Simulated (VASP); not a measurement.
Runs of VASP 6.6.1 on Pt. The structure is that of space group R-3m (No. 166), or close to it. The cells are those of the table. 

```csv
cell,gap on the mesh (eV),pressure (GPa)
"a = 2.618 Å, angles 67.0°, 1 atom",none,27.7
"a = 2.646 Å, angles 67.0°, 1 atom",none,16.8
"a = 2.926 Å, angles 53.6°, 1 atom",none,(b)
"a = 2.976 Å, angles 50.5°, 1 atom",none,43.7
"a = 2.586 Å, angles 70.6°, 1 atom",none,(a)
```

Alike in all rows: task single point; level PBE; potentials or basis VASP PAW PBE potentials, release 64 (Pt); no spin polarisation; k mesh 20 × 20 × 20; cutoff (eV) 520; smearing gaussian 0.15 eV.

Estimate the missing entries.

(a) 28.4; (b) 17.3.

Caveats: spin-orbit coupling is left out, which moves the levels of the heavy elements.

A k mesh can miss the band edges, and the runs leave out spin-orbit coupling on Pt.

A gap of «none» marks levels without a gap at the run's occupations.
